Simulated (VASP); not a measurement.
# Cu (I4/mmm) in VASP: a series of runs, part 2 of 3

VASP 6.6.1.

## Step 3: Single point, PBEsol (strain -0.080 along x and y, +0.080 along z)

INCAR

```
SYSTEM = Cu
ALGO = Normal
EDIFF = 1E-6
ENCUT = 520
GGA = PS
ISIF = 2
ISMEAR = 0
LASPH = .TRUE.
LCHARG = .FALSE.
LREAL = .FALSE.
LWAVE = .FALSE.
NBANDS = 12
NELM = 100
PREC = Accurate
SIGMA = 0.15
```

KPOINTS

```
k-points
0
G
  22 22 22
  0 0 0
```

POSCAR

```
Cu
1.0
    0.0000000000      1.6629000000      1.9521000000
    1.6629000000      0.0000000000      1.9521000000
    1.6629000000      1.6629000000      0.0000000000
Cu
1
Direct
    0.0000000000      0.0000000000      0.0000000000
```

Potentials or basis: VASP PAW PBE potentials, release 64 (Cu).

Run with:

```console
> cat potpaw_PBE.64/Cu/POTCAR > POTCAR
> mpirun -np 1 vasp_std > vasp.out
```

It took 46 s on 1 thread of Intel Xeon Platinum 8559C (Emerald Rapids), shared host; peak memory 0.21 GiB.

Results (log left out):

| Property | Result |
| --- | --- |
| Free energy | -4.2343 eV |
| Pressure | 11.4 GPa |

Stress tensor (GPa, compression positive):
```
18.01  0.00  0.00
 0.00 18.01  0.00
 0.00  0.00 -1.81
```

Levels at points of the mesh, in eV from the Fermi level:
| k point | band 3 | band 4 | band 5 | band 6 | band 7 | band 8 | band 9 | band 10 |
| --- | --- | --- | --- | --- | --- | --- | --- | --- |
| (0.00, 0.00, 0.00) | -2.99 | -2.99 | -2.97 | -1.99 | 23.76 | 25.76 | 27.14 | 27.14 |
| (0.50, 0.00, 0.00) | -2.98 | -1.89 | -1.64 | -1.26 | 4.30 | 18.24 | 23.45 | 24.82 |
| (0.50, 0.50, 0.00) | -1.70 | -1.65 | -1.65 | -0.77 | 4.98 | 16.53 | 16.53 | 20.85 |
| (0.50, 0.00, 0.50) | -1.96 | -1.87 | -1.25 | 2.68 | 9.21 | 12.55 | 12.86 | 17.62 |

Caveat: the cell differs from its parent crystal (strain -0.080 along x and y, +0.080 along z); the PAW data sets were made with another functional, which shifts forces and pressure a little.

## Step 4: Single point, PBEsol (strain +0.000 along x and y, -0.080 along z)

INCAR

```
SYSTEM = Cu
PREC = Accurate
ENCUT = 520
EDIFF = 1E-6
ISMEAR = 0
SIGMA = 0.15
LREAL = .FALSE.
LASPH = .TRUE.
NELM = 80
ALGO = Normal
ISIF = 2
LWAVE = .FALSE.
LCHARG = .FALSE.
GGA = PS
NBANDS = 12
```

KPOINTS

```
Automatic mesh
0
G
  22 22 22
  0 0 0
```

POSCAR

```
Cu
1.0
    0.0000000000      1.8075000000      1.6629000000
    1.8075000000      0.0000000000      1.6629000000
    1.8075000000      1.8075000000      0.0000000000
Cu
1
Direct
    0.0000000000      0.0000000000      0.0000000000
```

Potentials or basis: VASP PAW PBE potentials, release 64 (Cu).

Run with:

```console
> cat potpaw_PBE.64/Cu/POTCAR > POTCAR
> mpirun -np 1 vasp_std > vasp.out
```

OUTCAR:

```text
SYSTEM = Cu
   PREC = Accurate
   ENCUT = 520
   EDIFF = 1E-6
   ISMEAR = 0
   LREAL = .FALSE.
   LASPH = .TRUE.
   NELM = 80
   ISIF = 2
   GGA = PS

 ion  position               nearest neighbor table
   1  0.000  0.000  0.000-

  LATTYP: Found a body centered tetragonal cell.
 ALAT       =     2.5561910140
 C/A-ratio  =     1.3010764774

  Lattice vectors:

 A1 = (   0.0000000000,  -1.8075000000,  -1.6629000000)
 A2 = (   0.0000000000,   1.8075000000,  -1.6629000000)
 A3 = (   1.8075000000,   0.0000000000,   1.6629000000)

Analysis of symmetry for initial positions (statically):
=====================================================================
 Subroutine PRICEL returns:
 Original cell was already a primitive cell.

 Routine SETGRP: Setting up the symmetry group for a
 body centered tetragonal supercell.

 Subroutine GETGRP returns: Found 16 space group operations
 (whereof 16 operations were pure point group operations)
 out of a pool of 16 trial point group operations.

The static configuration has the point symmetry D_4h.

Analysis of symmetry for dynamics (positions and initial velocities):
=====================================================================
 Subroutine PRICEL returns:
 Original cell was already a primitive cell.

 Routine SETGRP: Setting up the symmetry group for a
 body centered tetragonal supercell.

 Subroutine GETGRP returns: Found 16 space group operations
 (whereof 16 operations were pure point group operations)
 out of a pool of 16 trial point group operations.

The dynamic configuration has the point symmetry D_4h.

 Subroutine INISYM returns: Found 16 space group operations
 (whereof 16 operations are pure point group operations),
 and found     1 'primitive' translations

----------------------------------------------------------------------------------------

                                     Primitive cell

  volume of cell :      10.8656

  direct lattice vectors                    reciprocal lattice vectors
     0.000000000  1.807500000  1.662900000    -0.276625173  0.276625173  0.300679536
     1.807500000  0.000000000  1.662900000     0.276625173 -0.276625173  0.300679536
     1.807500000  1.807500000  0.000000000     0.276625173  0.276625173 -0.300679536

  length of vectors
     2.456072609  2.456072609  2.556191014     0.493407697  0.493407697  0.493407697

  position of ions in fractional coordinates (direct lattice)
     0.000000000  0.000000000  0.000000000

  ion indices of the primitive-cell ions
   primitive index   ion index
                 1           1

----------------------------------------------------------------------------------------

 KPOINTS: Automatic mesh

Automatic generation of k-mesh.
 Grid dimensions read from file:
 generate k-points for:   22   22   22

 Generating k-lattice:

  Cartesian coordinates                     Fractional coordinates (reciprocal lattice)
    -0.012573871  0.012573871  0.013667252     0.045454545 -0.000000000  0.000000000
     0.012573871 -0.012573871  0.013667252    -0.000000000  0.045454545  0.000000000
     0.012573871  0.012573871 -0.013667252     0.000000000  0.000000000  0.045454545

  Length of vectors
     0.022427623  0.022427623  0.022427623

  Shift w.r.t. Gamma in fractional coordinates (k-lattice)
     0.000000000  0.000000000  0.000000000

 Subroutine IBZKPT returns following result:
 ===========================================

 Found    834 irreducible k-points:

 Following reciprocal coordinates:
            Coordinates               Weight
  0.000000  0.000000  0.000000      1.000000
  0.045455  0.000000  0.000000      8.000000
  0.090909  0.000000  0.000000      8.000000
  0.136364  0.000000  0.000000      8.000000
  0.181818  0.000000  0.000000      8.000000
  0.227273 -0.000000  0.000000      8.000000
[... 16 lines left out ...]
  0.500000  0.045455  0.000000      8.000000
 -0.454545  0.045455  0.000000      8.000000
 [... further k-points ...]
   k-points           NKPTS =    834   k-points in BZ     NKDIM =    834   number of bands    NBANDS=     12
   number of dos      NEDOS =    301   number of ions     NIONS =      1
   total plane-waves  NPLWV =   6480
   dimension x,y,z NGX =    18 NGY =   18 NGZ =   20
   dimension x,y,z NGXF=    36 NGYF=   36 NGZF=   40
   ions per type =               1
   NGX,Y,Z   is equivalent  to a cutoff of  12.18, 12.18, 13.01 a.u.
   NGXF,Y,Z  is equivalent  to a cutoff of  24.37, 24.37, 26.01 a.u.
 SYSTEM =  Cu
   PREC   = accura    normal or accurate (medium, high low for compatibility)
   ISTART =      0    job   : 0-new  1-cont  2-samecut
   ICHARG =      2    charge: 1-file 2-atom 10-const
   ISPIN  =      1    spin polarized calculation?
   LNONCOLLINEAR =      F non collinear calculations
   LSORBIT =      F    spin-orbit coupling
   LASPH  =      T    aspherical Exc in radial PAW
   ENCUT  =  520.0 eV  38.22 Ry    6.18 a.u.   4.57  4.57  4.75*2*pi/ulx,y,z
   NELM   =     80;   NELMIN=  2; NELMDL= -5     # of ELM steps
   EDIFF  = 0.1E-05   stopping-criterion for ELM
   LREAL  =      F    real-space projection
   EDIFFG = 0.1E-04   stopping-criterion for IOM
   NSW    =      0    number of steps for IOM
   IBRION =     -1    ionic relax: 0-MD 1-quasi-New 2-CG
   NFREE  =      0    steps in history (QN), initial steepest desc. (CG)
   ISIF   =      2    stress and relaxation
   ISYM   =      2    0-nonsym 1-usesym 2-fastsym
   POTIM  = 0.5000    time-step for ionic-motion
   TEBEG  =    0.0;   TEEND  =   0.0 temperature during run
   PSTRESS=    0.0 pullay stress
   NELECT =      11.0000    total number of electrons
   NUPDOWN=      -1.0000    fix difference up-down
   EMIN   =  10.00;   EMAX   =-10.00  energy-range for DOS
   EFERMI =   0.00;   METHOD = LEGACY
   ISMEAR =     0;   SIGMA  =   0.15  broadening in eV -4-tet -1-fermi 0-gaus
   EFERMI_NEDOS =   21; number of points for ismear=-14 and -15
   IALGO  =     38    algorithm
   IMIX   =      4    mixing-type and parameters
     AMIX     =   0.40;   BMIX     =  1.00
     AMIX_MAG =   1.60;   BMIX_MAG =  1.00
  volume/ion in A,a.u.               =      10.87        73.32
  Fermi-wavevector in a.u.,A,eV,Ry     =   1.643822  3.106373 36.764997  2.702151
  Thomas-Fermi vector in A             =   2.733892
   LORBIT       =      0    0 simple, 1 ext, 2 COOP (PROOUT), +10 PAW based schemes
   GGA     = PS    functional components
   LHFCALC =     F    Hartree Fock is set to
   AEXX    =    0.0000 exact exchange contribution
   IVDW    =     0    specifies the selected vdW correction
   LEPSILON=     F    determine dielectric tensor
   LRPA    =     F    only Hartree local field effects (RPA)
 non-spin polarized calculation
 Gauss-broadening in eV      SIGMA  =   0.15
  energy-cutoff  :      520.00
  volume of cell :       10.87
 maximum number of plane-waves:       307
   NGX =  9   NGY =  9   NGZ =  9

 number of electron      10.9999992 magnetization

 Free energy of the ion-electron system (eV)
  ---------------------------------------------------
  ext. energy  EPLUGINS =         0.00000000
  ---------------------------------------------------
  free energy    TOTEN  =        -4.28941846 eV

  energy without entropy =       -4.28636405  energy(sigma->0) =       -4.28789125

 E-fermi :   8.4903     XC(G=0): -13.4020

 val. band max:        8.4888651797   @ k =   0.5000   0.2727   0.1818
 cond. band min:       8.5063324119   @ k =   0.5000   0.0455   0.1818
 fundamental gap:      0.0174672323
 Fermi energy:         8.4903240086

 k-point     1 :       0.0000    0.0000    0.0000
  band No.  band energies     occupation
      1      -1.5671      2.00000
      2       5.0558      2.00000
      3       5.0558      2.00000
      4       5.4757      2.00000
      5       5.8878      2.00000
      6       6.3157      2.00000
      7      31.8668      0.00000
      8      34.8557      0.00000
      9      34.8557      0.00000
     10      35.4825      0.00000
     11      37.4680      0.00000
     12      37.7776      0.00000
[... 331 lines left out ...]
 k-point    24 :      -0.4545    0.0455    0.0000
  band No.  band energies     occupation
      1       2.9177      2.00000
      2       4.9445      2.00000
      3       5.3424      2.00000
      4       6.3002      2.00000
      5       6.8257      2.00000
      6       7.4645      2.00000
      7      13.0275      0.00000
      8      29.4078      0.00000
      9      30.1500      0.00000
     10      32.3894      0.00000
     11      34.1200      0.00000
     12      36.5914      0.00000

 [... further k-points ...]
[... 5 lines left out ...]
  --------------------------------------------------------------------------------------
  -------------------------------------------------------------------------------------
  Total        0.4793583      0.4793583      0.7621248      0.0000000      0.0000000     -0.0000000
  in kB       70.6835025     70.6835025    112.3786781      0.0000000      0.0000000     -0.0000000
  external PRESSURE =      84.5818944 kB  Pullay stress =       0.0000000 kB

 VOLUME and BASIS-vectors are now :
 -----------------------------------------------------------------------------
  energy-cutoff  :      520.00
  volume of cell :       10.87
      direct lattice vectors                 reciprocal lattice vectors
     0.000000000  1.807500000  1.662900000    -0.276625173  0.276625173  0.300679536
     1.807500000  0.000000000  1.662900000     0.276625173 -0.276625173  0.300679536
     1.807500000  1.807500000  0.000000000     0.276625173  0.276625173 -0.300679536

 POSITION                                       TOTAL-FORCE (eV/Angst)
 -----------------------------------------------------------------------------------
      0.00000      0.00000      0.00000         0.000000      0.000000      0.000000
 -----------------------------------------------------------------------------------
    total drift:                                0.000000      0.000000     -0.000000

  FREE ENERGIE OF THE ION-ELECTRON SYSTEM (eV)
  ---------------------------------------------------
  free  energy   TOTEN  =        -4.2894184603 eV

  energy  without entropy=       -4.2863640467  energy(sigma->0) =       -4.28789125
```

It took 48 s on 1 thread of Intel Xeon Platinum 8559C (Emerald Rapids), shared host; peak memory 0.21 GiB.

What came out:

```yaml
Free_energy: -4.2894 eV
Pressure: 8.5 GPa
```

Caveat: the cell differs from its parent crystal (strain +0.000 along x and y, -0.080 along z); the PAW data sets were made with another functional, which shifts forces and pressure a little.

(Continued in part 3 of 3.)
